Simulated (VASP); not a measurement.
Runs of VASP 6.6.1 on AlN (wurtzite). The structure is that of space group P6_3mc (No. 186), or close to it. The cells are those of the table. 

```tsv
task	cell	cutoff (eV)	gap on the mesh (eV)	pressure (GPa)
single point	a = 3.146, b = 3.146, c = 5.018 Å, angles 90.0, 90.0, 120.0°, 4 atoms	520	3.93	(b)
single point	a = 3.130, b = 3.130, c = 5.043 Å, angles 90.0, 90.0, 120.0°, 4 atoms	520	4.02	-1.2
single point	a = 3.130, b = 3.130, c = 5.018 Å, angles 90.0, 90.0, 120.0°, 4 atoms	520	4.04	-0.2
single point	a = 3.130, b = 3.130, c = 4.993 Å, angles 90.0, 90.0, 120.0°, 4 atoms	520	4.06	0.7
single point	a = 3.115, b = 3.115, c = 5.018 Å, angles 90.0, 90.0, 120.0°, 4 atoms	520	4.15	(a)
relaxation of cell and atoms	relaxed from a = 3.110, b = 3.110, c = 4.980 Å, angles 90.0, 90.0, 120.0°, 4 atoms	600	4.06	0.0
```

Alike in all rows: level PBE; potentials or basis VASP PAW PBE potentials, release 64 (Al, N); no spin polarisation; k mesh 8 × 8 × 5; smearing gaussian 0.01 eV.

Problem. Estimate the missing entries.

Solution. (a) 1.8; (b) -2.2.

